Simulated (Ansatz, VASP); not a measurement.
AlN: VASP beside Ansatz

INCAR

```
PREC = Accurate
ENCUT = 520
EDIFF = 1E-6
ISMEAR = 0
SIGMA = 0.05
LREAL = F
LASPH = T
NELM = 60
ALGO = Normal
ISIF = 2
LWAVE = F
LCHARG = T
GGA = PE
LELF = T
LVHAR = T
NBANDS = 11
```

Contents of KPOINTS:

```
regular mesh
0
Gamma
  10 10 10
```

POSCAR

```
AlN
1.0
    0.0000000000      2.1839935596      2.1839935596
    2.1839935596      0.0000000000      2.1839935596
    2.1839935596      2.1839935596      0.0000000000
Al N
1 1
Direct
    0.0000000000      0.0000000000      0.0000000000
    0.2500000000      0.2500000000      0.2500000000
```

The input input.yaml:

```yaml
crystal:
  lattice:
    - [0.0, 2.1839935596, 2.1839935596]
    - [2.1839935596, 0.0, 2.1839935596]
    - [2.1839935596, 2.1839935596, 0.0]
  atoms:
    - { symbol: Al, position: [0.0, 0.0, 0.0] }
    - { symbol: "N", position: [0.25, 0.25, 0.25] }
kpoints:
  mp_grid: { grid: [10, 10, 10] }
scf:
  occupations: { method: gaussian, width: 0.05 }
hamiltonian:
  xc: pbe
  pseudopotentials: { kind: all_electron, lapw: { basis_error: 0.001 } }
output:
  forces: true
  stress: true
  eigenvalues: true
```

Alike in both runs: task single point; functional PBE; k mesh 10 × 10 × 10; occupations gaussian, width 0.05 eV; no spin polarisation.

|  | VASP | Ansatz |
| --- | --- | --- |
| version | VASP 6.6.1 | Ansatz 0.2.0 |
| potentials or method | VASP PAW PBE potentials, release 64 (Al, N), cutoff 520 eV | all-electron LAPW, scalar-relativistic |

|  | VASP | Ansatz | Ansatz less VASP |
| --- | --- | --- | --- |
| gap on the k mesh at the Fermi level (eV) | 3.32 | 3.32 | 0.000 |
| least direct gap on the mesh (eV) | 4.20 | 4.19 | -0.004 |
| pressure (GPa) | 4.6 | 4.8 | +0.17 |

Ansatz ran all-electron here, and VASP with PAW potentials.
